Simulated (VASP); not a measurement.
# B (Pm-3m) in VASP: single point with LDA

Aim: the single point of B with LDA.

Everything below comes from runs of VASP 6.6.1. Logs are shortened: lines on timing, memory, paths and dates and some standing lists are left out, and cuts for length are marked.

**1. The cell of the first run**

The structure is cubic, space group Pm-3m (No. 221). The conventional cell has a = 4.120 Å, b = 4.120 Å, c = 4.120 Å, α = 90.00°, β = 90.00°, γ = 90.00°. Within 5.4 Å of B (site symmetry m-3m) lie 6 B at 4.12 Å.

**2. Single point, LDA**

Contents of INCAR:

```
PREC = Accurate ; ENCUT = 520
EDIFF = 1E-7 ; ISMEAR = -1
SIGMA = 0.1 ; LREAL = F
LASPH = T ; NELM = 80
ALGO = Normal ; ISIF = 2
LWAVE = F ; LCHARG = F
GGA = CA ; NBANDS = 8
```

Contents of KPOINTS:

```
regular mesh
0
Gamma
  6 6 6
```

Contents of POSCAR:

```
B
1.0
    4.1200000000      0.0000000000      0.0000000000
    0.0000000000      4.1200000000      0.0000000000
    0.0000000000      0.0000000000      4.1200000000
B
1
Direct
    0.5000000000      0.5000000000      0.5000000000
```

Potentials or basis: VASP PAW LDA potentials, release 64 (B).

Run with:

```sh
> cat potpaw_LDA.64/B/POTCAR > POTCAR
> mpirun -np 1 vasp_std > vasp.out
```

OUTCAR:

```text
PREC = Accurate
   ENCUT = 520
   EDIFF = 1E-7
   ISMEAR = -1
   LREAL = F
   LASPH = T
   NELM = 80
   ISIF = 2
   GGA = CA

 ion  position               nearest neighbor table
   1  0.500  0.500  0.500-

  LATTYP: Found a simple cubic cell.
 ALAT       =     4.1200000000

  Lattice vectors:

 A1 = (   4.1200000000,   0.0000000000,   0.0000000000)
 A2 = (   0.0000000000,   4.1200000000,   0.0000000000)
 A3 = (   0.0000000000,   0.0000000000,   4.1200000000)

Analysis of symmetry for initial positions (statically):
=====================================================================
 Subroutine PRICEL returns:
 Original cell was already a primitive cell.

 Routine SETGRP: Setting up the symmetry group for a
 simple cubic supercell.

 Subroutine GETGRP returns: Found 48 space group operations
 (whereof 48 operations were pure point group operations)
 out of a pool of 48 trial point group operations.

The static configuration has the point symmetry O_h .

Analysis of symmetry for dynamics (positions and initial velocities):
=====================================================================
 Subroutine PRICEL returns:
 Original cell was already a primitive cell.

 Routine SETGRP: Setting up the symmetry group for a
 simple cubic supercell.

 Subroutine GETGRP returns: Found 48 space group operations
 (whereof 48 operations were pure point group operations)
 out of a pool of 48 trial point group operations.

The dynamic configuration has the point symmetry O_h .

 Subroutine INISYM returns: Found 48 space group operations
 (whereof 48 operations are pure point group operations),
 and found     1 'primitive' translations

----------------------------------------------------------------------------------------

                                     Primitive cell

  volume of cell :      69.9345

  direct lattice vectors                    reciprocal lattice vectors
     4.120000000  0.000000000  0.000000000     0.242718447  0.000000000  0.000000000
     0.000000000  4.120000000  0.000000000     0.000000000  0.242718447  0.000000000
     0.000000000  0.000000000  4.120000000     0.000000000  0.000000000  0.242718447

  length of vectors
     4.120000000  4.120000000  4.120000000     0.242718447  0.242718447  0.242718447

  position of ions in fractional coordinates (direct lattice)
     0.500000000  0.500000000  0.500000000

  ion indices of the primitive-cell ions
   primitive index   ion index
                 1           1

----------------------------------------------------------------------------------------

 KPOINTS: regular mesh

Automatic generation of k-mesh.
 Grid dimensions read from file:
 generate k-points for:    6    6    6

 Generating k-lattice:

  Cartesian coordinates                     Fractional coordinates (reciprocal lattice)
     0.040453074  0.000000000  0.000000000     0.166666667  0.000000000  0.000000000
     0.000000000  0.040453074  0.000000000     0.000000000  0.166666667  0.000000000
     0.000000000  0.000000000  0.040453074     0.000000000  0.000000000  0.166666667

  Length of vectors
     0.040453074  0.040453074  0.040453074

  Shift w.r.t. Gamma in fractional coordinates (k-lattice)
     0.000000000  0.000000000  0.000000000

 Subroutine IBZKPT returns following result:
 ===========================================

 Found     20 irreducible k-points:

 Following reciprocal coordinates:
            Coordinates               Weight
  0.000000  0.000000  0.000000      1.000000
  0.166667  0.000000  0.000000      6.000000
  0.333333  0.000000  0.000000      6.000000
  0.500000  0.000000  0.000000      3.000000
  0.166667  0.166667  0.000000     12.000000
  0.333333  0.166667  0.000000     24.000000
[... 12 lines left out ...]
  0.500000  0.500000  0.333333      6.000000
  0.500000  0.500000  0.500000      1.000000
   k-points           NKPTS =     20   k-points in BZ     NKDIM =     20   number of bands    NBANDS=      8
   number of dos      NEDOS =    301   number of ions     NIONS =      1
   total plane-waves  NPLWV =  32768
   dimension x,y,z NGX =    32 NGY =   32 NGZ =   32
   dimension x,y,z NGXF=    64 NGYF=   64 NGZF=   64
   ions per type =               1
   NGX,Y,Z   is equivalent  to a cutoff of  12.91, 12.91, 12.91 a.u.
   NGXF,Y,Z  is equivalent  to a cutoff of  25.82, 25.82, 25.82 a.u.
 SYSTEM =  unknown system
   PREC   = accura    normal or accurate (medium, high low for compatibility)
   ISTART =      0    job   : 0-new  1-cont  2-samecut
   ICHARG =      2    charge: 1-file 2-atom 10-const
   ISPIN  =      1    spin polarized calculation?
   LNONCOLLINEAR =      F non collinear calculations
   LSORBIT =      F    spin-orbit coupling
   LASPH  =      T    aspherical Exc in radial PAW
   ENCUT  =  520.0 eV  38.22 Ry    6.18 a.u.   7.66  7.66  7.66*2*pi/ulx,y,z
   NELM   =     80;   NELMIN=  2; NELMDL= -5     # of ELM steps
   EDIFF  = 0.1E-06   stopping-criterion for ELM
   LREAL  =      F    real-space projection
   EDIFFG = 0.1E-05   stopping-criterion for IOM
   NSW    =      0    number of steps for IOM
   IBRION =     -1    ionic relax: 0-MD 1-quasi-New 2-CG
   NFREE  =      0    steps in history (QN), initial steepest desc. (CG)
   ISIF   =      2    stress and relaxation
   ISYM   =      2    0-nonsym 1-usesym 2-fastsym
   POTIM  = 0.5000    time-step for ionic-motion
   TEBEG  =    0.0;   TEEND  =   0.0 temperature during run
   PSTRESS=    0.0 pullay stress
   NELECT =       3.0000    total number of electrons
   NUPDOWN=      -1.0000    fix difference up-down
   EMIN   =  10.00;   EMAX   =-10.00  energy-range for DOS
   EFERMI =   0.00;   METHOD = LEGACY
   ISMEAR =    -1;   SIGMA  =   0.10  broadening in eV -4-tet -1-fermi 0-gaus
   EFERMI_NEDOS =   21; number of points for ismear=-14 and -15
   IALGO  =     38    algorithm
   IMIX   =      4    mixing-type and parameters
     AMIX     =   0.40;   BMIX     =  1.00
     AMIX_MAG =   1.60;   BMIX_MAG =  1.00
  volume/ion in A,a.u.               =      69.93       471.94
  Fermi-wavevector in a.u.,A,eV,Ry     =   0.573084  1.082971  4.468492  0.328425
  Thomas-Fermi vector in A             =   1.614221
   LORBIT       =      0    0 simple, 1 ext, 2 COOP (PROOUT), +10 PAW based schemes
   GGA     = CA    functional components
   LHFCALC =     F    Hartree Fock is set to
   AEXX    =    0.0000 exact exchange contribution
   IVDW    =     0    specifies the selected vdW correction
   LEPSILON=     F    determine dielectric tensor
   LRPA    =     F    only Hartree local field effects (RPA)
 non-spin polarized calculation
  energy-cutoff  :      520.00
  volume of cell :       69.93
 maximum number of plane-waves:      1924
 NGX is ok and might be reduce to    32
   NGX = 15   NGY = 15   NGZ = 15

 number of electron       3.0000001 magnetization

 Free energy of the ion-electron system (eV)
  ---------------------------------------------------
  ext. energy  EPLUGINS =         0.00000000
  ---------------------------------------------------
  free energy    TOTEN  =        -0.85722833 eV

  energy without entropy =       -0.74783749  energy(sigma->0) =       -0.80253291

 E-fermi :  -3.0105     XC(G=0):  -4.8317

 val. band max:       -3.0560442818   @ k =   0.5000   0.5000   0.0000
 cond. band min:      -2.9775299203   @ k =   0.5000   0.5000   0.1667
 fundamental gap:      0.0785143615
 Fermi energy:        -3.0104542365

 k-point     1 :       0.0000    0.0000    0.0000
  band No.  band energies     occupation
      1      -8.6893      2.00000
      2      -1.8240      0.00001
      3      -1.8240      0.00001
      4      -1.8240      0.00001
      5       1.3189      0.00000
      6       5.3080      0.00000
      7       5.3080      0.00000
      8       9.1854      0.00000

 k-point     2 :       0.1667    0.0000    0.0000
  band No.  band energies     occupation
      1      -8.6002      2.00000
      2      -2.3281      0.00217
      3      -1.7832      0.00001
      4      -1.7832      0.00001
      5       1.7142      0.00000
      6       5.3313      0.00000
      7       5.5226      0.00000
      8       8.8467      0.00000

 k-point     3 :       0.3333    0.0000    0.0000
  band No.  band energies     occupation
      1      -8.4016      2.00000
      2      -3.1493      1.60077
      3      -1.6987      0.00000
      4      -1.6987      0.00000
      5       2.5299      0.00000
      6       4.6770      0.00000
      7       6.1115      0.00000
      8       8.1823      0.00000

 k-point     4 :       0.5000    0.0000    0.0000
  band No.  band energies     occupation
      1      -8.2890      2.00000
      2      -3.5154      1.98726
      3      -1.6549      0.00000
      4      -1.6549      0.00000
      5       3.4663      0.00000
      6       3.6587      0.00000
      7       6.6124      0.00000
      8       7.8738      0.00000

 k-point     5 :       0.1667    0.1667    0.0000
  band No.  band energies     occupation
      1      -8.5133      2.00000
      2      -2.3318      0.00225
      3      -2.1902      0.00055
      4      -1.7439      0.00001
      5       2.0458      0.00000
      6       5.4872      0.00000
      7       5.5518      0.00000
      8       7.8431      0.00000
[... 133 lines left out ...]
 k-point    18 :       0.5000    0.3333    0.3333
  band No.  band energies     occupation
      1      -7.8097      2.00000
      2      -2.9114      0.54146
      3      -2.5515      0.02011
      4      -2.4855      0.01044
      5       3.1676      0.00000
      6       4.4370      0.00000
      7       4.5979      0.00000
      8       7.1757      0.00000

 k-point    19 :       0.5000    0.5000    0.3333
  band No.  band energies     occupation
      1      -7.7227      2.00000
      2      -2.8076      0.23245
      3      -2.8076      0.23245
      4      -2.4374      0.00647
      5       3.2242      0.00000
      6       4.3451      0.00000
      7       4.3451      0.00000
      8       6.4395      0.00000

 k-point    20 :       0.5000    0.5000    0.5000
  band No.  band energies     occupation
      1      -7.6392      2.00000
      2      -2.7148      0.09890
      3      -2.7148      0.09890
      4      -2.7148      0.09890
      5       3.9522      0.00000
      6       3.9522      0.00000
      7       3.9522      0.00000
      8       5.2226      0.00000

------------------------ aborting loop because EDIFF is reached ----------------------------------------

  FORCE on cell =-STRESS in cart. coord.  units (eV):
  Direction    XX          YY          ZZ          XY          YZ          ZX
  --------------------------------------------------------------------------------------
  -------------------------------------------------------------------------------------
  Total       -1.0295958     -1.0295958     -1.0295958      0.0000000      0.0000000     -0.0000000
  in kB      -23.5877048    -23.5877048    -23.5877048      0.0000000      0.0000000     -0.0000000
  external PRESSURE =     -23.5877048 kB  Pullay stress =       0.0000000 kB

 VOLUME and BASIS-vectors are now :
 -----------------------------------------------------------------------------
  energy-cutoff  :      520.00
  volume of cell :       69.93
      direct lattice vectors                 reciprocal lattice vectors
     4.120000000  0.000000000  0.000000000     0.242718447  0.000000000  0.000000000
     0.000000000  4.120000000  0.000000000     0.000000000  0.242718447  0.000000000
     0.000000000  0.000000000  4.120000000     0.000000000  0.000000000  0.242718447

 POSITION                                       TOTAL-FORCE (eV/Angst)
 -----------------------------------------------------------------------------------
      2.06000      2.06000      2.06000         0.000000      0.000000      0.000000
 -----------------------------------------------------------------------------------
    total drift:                                0.000000     -0.000000     -0.000000

  FREE ENERGIE OF THE ION-ELECTRON SYSTEM (eV)
  ---------------------------------------------------
  free  energy   TOTEN  =        -0.8572283326 eV

  energy  without entropy=       -0.7478374913  energy(sigma->0) =       -0.80253291
```

Run time: 5.4 s. Hardware: 1 thread of Intel Xeon Platinum 8259CL at 2.50GHz (Skylake/Cascade Lake), shared host; peak memory 0.14 GiB.

What came out:

```
Free energy : -0.8572 eV
Pressure    : -2.4 GPa
```
